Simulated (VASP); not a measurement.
# HfC (P-6m2) in VASP: further runs

Runs on HfC. Level: r2SCAN. Tasks: single point.

Everything below comes from runs of VASP 6.6.1. Logs are shortened: lines on timing, memory, paths and dates and some standing lists are left out, and cuts for length are marked.

## Step 1: The cell of the first run

Symmetry: P-6m2, No. 187, hexagonal system. The conventional cell has a = 3.253 Å, b = 3.253 Å, c = 2.913 Å, α = 90.00°, β = 90.00°, γ = 120.00°. Within 3.1 Å of Hf (site symmetry -6m2) lie 6 C at 2.38 Å and 2 Hf at 2.91 Å. Within 3.1 Å of C (site symmetry -6m2) lie 6 Hf at 2.38 Å and 2 C at 2.91 Å.

## Step 2: Single point, r2SCAN (13.34 Å³/atom)

Contents of POSCAR:

```
HfC
1.0
    3.2525249894      0.0000000000      0.0000000000
   -1.6262624947      2.8167692672      0.0000000000
    0.0000000000      0.0000000000      2.9131903703
Hf C
1 1
Direct
    0.0000000000      0.0000000000      0.0000000000
    0.6666666667      0.3333333333      0.5000000000
```

Contents of INCAR.step1:

```
PREC = Accurate
ENCUT = 520
ISMEAR = 0
SIGMA = 0.05
LREAL = F
LASPH = T
NELM = 80
NBANDS = 14
GGA = PE
ALGO = Normal
EDIFF = 1E-4
LWAVE = T
LCHARG = F
```

Contents of INCAR.step2:

```
PREC = Accurate
ENCUT = 520
EDIFF = 1E-6
ISMEAR = 0
SIGMA = 0.05
LREAL = F
LASPH = T
NELM = 80
ALGO = Normal
ISIF = 2
LWAVE = F
LCHARG = F
METAGGA = R2SCAN
LMIXTAU = T
NBANDS = 14
ISTART = 1
```

Contents of KPOINTS:

```
Automatic mesh
0
Gamma
  12 12 12
```

Potentials or basis: VASP PAW PBE potentials, release 64 (Hf_pv, C).

Run with:

```
$ cat potpaw_PBE.64/Hf_pv/POTCAR potpaw_PBE.64/C/POTCAR > POTCAR
$ cp INCAR.step1 INCAR
$ mpirun -np 1 vasp_std > vasp.out
$ cp INCAR.step2 INCAR
$ mpirun -np 1 vasp_std > vasp.out
```

OUTCAR:

```text
PREC = Accurate
   ENCUT = 520
   EDIFF = 1E-6
   ISMEAR = 0
   LREAL = F
   LASPH = T
   NELM = 80
   ISIF = 2
   METAGGA = R2SCAN
   ISTART = 1

 ion  position               nearest neighbor table
   1  0.000  0.000  0.000-   2 2.38   2 2.38   2 2.38   2 2.38   2 2.38   2 2.38
   2  0.667  0.333  0.500-   1 2.38   1 2.38   1 2.38   1 2.38   1 2.38   1 2.38

  LATTYP: Found a hexagonal cell.
 ALAT       =     3.2525249894
 C/A-ratio  =     0.8956704037

  Lattice vectors:

 A1 = (   3.2525249894,   0.0000000000,   0.0000000000)
 A2 = (  -1.6262624947,   2.8167692672,   0.0000000000)
 A3 = (   0.0000000000,   0.0000000000,   2.9131903703)

Analysis of symmetry for initial positions (statically):
=====================================================================
 Subroutine PRICEL returns:
 Original cell was already a primitive cell.

 Routine SETGRP: Setting up the symmetry group for a
 hexagonal supercell.

 Subroutine GETGRP returns: Found 12 space group operations
 (whereof 12 operations were pure point group operations)
 out of a pool of 24 trial point group operations.

The static configuration has the point symmetry D_3h.

Analysis of symmetry for dynamics (positions and initial velocities):
=====================================================================
 Subroutine PRICEL returns:
 Original cell was already a primitive cell.

 Routine SETGRP: Setting up the symmetry group for a
 hexagonal supercell.

 Subroutine GETGRP returns: Found 12 space group operations
 (whereof 12 operations were pure point group operations)
 out of a pool of 24 trial point group operations.

The dynamic configuration has the point symmetry D_3h.

 Subroutine INISYM returns: Found 12 space group operations
 (whereof 12 operations are pure point group operations),
 and found     1 'primitive' translations

----------------------------------------------------------------------------------------

                                     Primitive cell

  volume of cell :      26.6895

  direct lattice vectors                    reciprocal lattice vectors
     3.252524989  0.000000000  0.000000000     0.307453441  0.177508327  0.000000000
    -1.626262495  2.816769267  0.000000000     0.000000000  0.355016654  0.000000000
     0.000000000  0.000000000  2.913190370     0.000000000  0.000000000  0.343266273

  length of vectors
     3.252524989  3.252524989  2.913190370     0.355016654  0.355016654  0.343266273

  position of ions in fractional coordinates (direct lattice)
     0.000000000  0.000000000  0.000000000
     0.666666667  0.333333333  0.500000000

  ion indices of the primitive-cell ions
   primitive index   ion index
                 1           1
                 2           2

----------------------------------------------------------------------------------------

 KPOINTS: Automatic mesh

Automatic generation of k-mesh.
 Grid dimensions read from file:
 generate k-points for:   12   12   12

 Generating k-lattice:

  Cartesian coordinates                     Fractional coordinates (reciprocal lattice)
     0.025621120  0.014792361  0.000000000     0.083333333 -0.000000000  0.000000000
     0.000000000  0.029584721  0.000000000     0.000000000  0.083333333  0.000000000
     0.000000000  0.000000000  0.028605523     0.000000000  0.000000000  0.083333333

  Length of vectors
     0.029584721  0.029584721  0.028605523

  Shift w.r.t. Gamma in fractional coordinates (k-lattice)
     0.000000000  0.000000000  0.000000000

 Subroutine IBZKPT returns following result:
 ===========================================

 Found    133 irreducible k-points:

 Following reciprocal coordinates:
            Coordinates               Weight
  0.000000  0.000000  0.000000      1.000000
  0.083333  0.000000  0.000000      6.000000
  0.166667  0.000000  0.000000      6.000000
  0.250000  0.000000  0.000000      6.000000
  0.333333  0.000000  0.000000      6.000000
  0.416667  0.000000  0.000000      6.000000
[... 16 lines left out ...]
  0.250000  0.000000  0.083333     12.000000
  0.333333  0.000000  0.083333     12.000000
 [... further k-points ...]
   k-points           NKPTS =    133   k-points in BZ     NKDIM =    133   number of bands    NBANDS=     14
   number of dos      NEDOS =    301   number of ions     NIONS =      2
   total plane-waves  NPLWV =  13824
   dimension x,y,z NGX =    24 NGY =   24 NGZ =   24
   dimension x,y,z NGXF=    48 NGYF=   48 NGZF=   48
   ions per type =               1   1
   NGX,Y,Z   is equivalent  to a cutoff of  12.27, 12.27, 13.70 a.u.
   NGXF,Y,Z  is equivalent  to a cutoff of  24.53, 24.53, 27.39 a.u.
 SYSTEM =  unknown system
   PREC   = accura    normal or accurate (medium, high low for compatibility)
   ISTART =      1    job   : 0-new  1-cont  2-samecut
   ICHARG =      0    charge: 1-file 2-atom 10-const
   ISPIN  =      1    spin polarized calculation?
   LNONCOLLINEAR =      F non collinear calculations
   LSORBIT =      F    spin-orbit coupling
   LASPH  =      T    aspherical Exc in radial PAW
   ENCUT  =  520.0 eV  38.22 Ry    6.18 a.u.   6.05  6.05  5.42*2*pi/ulx,y,z
   NELM   =     80;   NELMIN=  2; NELMDL=  0     # of ELM steps
   EDIFF  = 0.1E-05   stopping-criterion for ELM
   LREAL  =      F    real-space projection
   EDIFFG = 0.1E-04   stopping-criterion for IOM
   NSW    =      0    number of steps for IOM
   IBRION =     -1    ionic relax: 0-MD 1-quasi-New 2-CG
   NFREE  =      0    steps in history (QN), initial steepest desc. (CG)
   ISIF   =      2    stress and relaxation
   ISYM   =      2    0-nonsym 1-usesym 2-fastsym
   POTIM  = 0.5000    time-step for ionic-motion
   TEBEG  =    0.0;   TEEND  =   0.0 temperature during run
   PSTRESS=    0.0 pullay stress
   NELECT =      14.0000    total number of electrons
   NUPDOWN=      -1.0000    fix difference up-down
   EMIN   =  10.00;   EMAX   =-10.00  energy-range for DOS
   EFERMI =   0.00;   METHOD = LEGACY
   ISMEAR =     0;   SIGMA  =   0.05  broadening in eV -4-tet -1-fermi 0-gaus
   EFERMI_NEDOS =   21; number of points for ismear=-14 and -15
   IALGO  =     38    algorithm
   IMIX   =      4    mixing-type and parameters
     AMIX     =   0.40;   BMIX     =  1.00
     AMIX_MAG =   1.60;   BMIX_MAG =  1.00
  volume/ion in A,a.u.               =      13.34        90.05
  Fermi-wavevector in a.u.,A,eV,Ry     =   1.320294  2.494993 23.717345  1.743176
  Thomas-Fermi vector in A             =   2.450130
   LORBIT       =      0    0 simple, 1 ext, 2 COOP (PROOUT), +10 PAW based schemes
   METAGGA = R2SCAN    functional components
   LHFCALC =     F    Hartree Fock is set to
   AEXX    =    0.0000 exact exchange contribution
   IVDW    =     0    specifies the selected vdW correction
   LEPSILON=     F    determine dielectric tensor
   LRPA    =     F    only Hartree local field effects (RPA)
 non-spin polarized calculation
 Gauss-broadening in eV      SIGMA  =   0.05
  energy-cutoff  :      520.00
  volume of cell :       26.69
 maximum number of plane-waves:       741
   NGX = 13   NGY = 13   NGZ = 11

 number of electron      13.9999999 magnetization

 Free energy of the ion-electron system (eV)
  ---------------------------------------------------
  ext. energy  EPLUGINS =         0.00000000
  ---------------------------------------------------
  free energy    TOTEN  =       -55.70962292 eV

  energy without entropy =      -55.70933329  energy(sigma->0) =      -55.70947810

 E-fermi :   5.3670     XC(G=0): -12.6833

 val. band max:        5.3320150607   @ k =   0.3333   0.0000   0.0000
 cond. band min:       5.4010199461   @ k =   0.1667   0.1667   0.0000
 fundamental gap:      0.0690048854
 Fermi energy:         5.3670233432

 k-point     1 :       0.0000    0.0000    0.0000
  band No.  band energies     occupation
      1     -25.6915      2.00000
      2     -25.6915      2.00000
      3     -25.2718      2.00000
      4      -7.1876      2.00000
      5       3.7040      2.00000
      6       3.7040      2.00000
      7       4.3907      2.00000
      8       7.1283      0.00000
      9      10.6728      0.00000
     10      11.7480      0.00000
     11      11.7480      0.00000
     12      12.4315      0.00000
     13      12.4315      0.00000
     14      17.8582      0.00000

 k-point     2 :       0.0833    0.0000    0.0000
  band No.  band energies     occupation
      1     -25.7311      2.00000
      2     -25.7003      2.00000
      3     -25.2672      2.00000
      4      -7.0483      2.00000
      5       3.3358      2.00000
      6       3.8174      2.00000
      7       4.5206      2.00000
      8       6.8984      0.00000
      9      11.1764      0.00000
     10      11.6944      0.00000
     11      12.0167      0.00000
     12      12.1069      0.00000
     13      12.3461      0.00000
     14      17.8583      0.00000

 k-point     3 :       0.1667    0.0000    0.0000
  band No.  band energies     occupation
      1     -25.8378      2.00000
      2     -25.7242      2.00000
      3     -25.2546      2.00000
      4      -6.6561      2.00000
      5       2.5559      2.00000
      6       4.1342      2.00000
      7       4.7791      2.00000
      8       6.3744      0.00000
      9      11.3655      0.00000
     10      11.5520      0.00000
     11      12.1437      0.00000
     12      12.4080      0.00000
     13      12.6201      0.00000
     14      17.8588      0.00000
[... 324 lines left out ...]
 k-point    23 :       0.2500    0.0000    0.0833
  band No.  band energies     occupation
      1     -25.9710      2.00000
      2     -25.7493      2.00000
      3     -25.3063      2.00000
      4      -5.9723      2.00000
      5       1.8112      2.00000
      6       4.5636      2.00000
      7       4.7440      2.00000
      8       5.8089      0.00000
      9      10.4818      0.00000
     10      10.8905      0.00000
     11      12.8335      0.00000
     12      12.8385      0.00000
     13      14.3420      0.00000
     14      17.8595      0.00000

 k-point    24 :       0.3333    0.0000    0.0833
  band No.  band energies     occupation
      1     -26.1083      2.00000
      2     -25.7813      2.00000
      3     -25.2877      2.00000
      4      -5.3752      2.00000
      5       1.0909      2.00000
      6       4.6449      2.00000
      7       4.9427      2.00000
      8       5.5527      0.00000
      9      10.5922      0.00000
     10      10.8465      0.00000
     11      12.5598      0.00000
     12      13.1254      0.00000
     13      15.4366      0.00000
     14      17.8603      0.00000

 [... further k-points ...]

------------------------ aborting loop because EDIFF is reached ----------------------------------------

  FORCE on cell =-STRESS in cart. coord.  units (eV):
  Direction    XX          YY          ZZ          XY          YZ          ZX
  --------------------------------------------------------------------------------------
  -------------------------------------------------------------------------------------
  Total       -0.8352940     -0.8352940     -0.8931348      0.0000000      0.0000000      0.0000000
  in kB      -50.1428652    -50.1428652    -53.6150596      0.0000000      0.0000000      0.0000000
  external PRESSURE =     -51.3002633 kB  Pullay stress =       0.0000000 kB

 VOLUME and BASIS-vectors are now :
 -----------------------------------------------------------------------------
  energy-cutoff  :      520.00
  volume of cell :       26.69
      direct lattice vectors                 reciprocal lattice vectors
     3.252524989  0.000000000  0.000000000     0.307453441  0.177508327  0.000000000
    -1.626262495  2.816769267  0.000000000     0.000000000  0.355016654  0.000000000
     0.000000000  0.000000000  2.913190370     0.000000000  0.000000000  0.343266273

 POSITION                                       TOTAL-FORCE (eV/Angst)
 -----------------------------------------------------------------------------------
      0.00000      0.00000      0.00000        -0.000000      0.000000      0.000000
      1.62626      0.93892      1.45660         0.000000      0.000000      0.000000
 -----------------------------------------------------------------------------------
    total drift:                               -0.000000      0.000000      0.000000

  FREE ENERGIE OF THE ION-ELECTRON SYSTEM (eV)
  ---------------------------------------------------
  free  energy   TOTEN  =       -55.7096229169 eV

  energy  without entropy=      -55.7093332878  energy(sigma->0) =      -55.70947810
```

Wall time 1.8 min (1 thread of Intel Xeon 8259CL, shared host); peak memory 0.19 GiB.

What came out:

| Quantity | Value |
| --- | --- |
| Free energy | -55.7096 eV |
| Pressure | -5.1 GPa |
| Band gap on the k mesh | zero (bands 7 and 8 overlap by 0.07 eV) |

Caveat: the cell stands under tension; the PAW data sets were made with another functional, which shifts forces and pressure a little; spin-orbit coupling is left out, which moves the levels of the heavy elements.

(Continued in part 2 of 2.)

The gap in the log of VASP goes by the Fermi energy; the results here count the filled bands.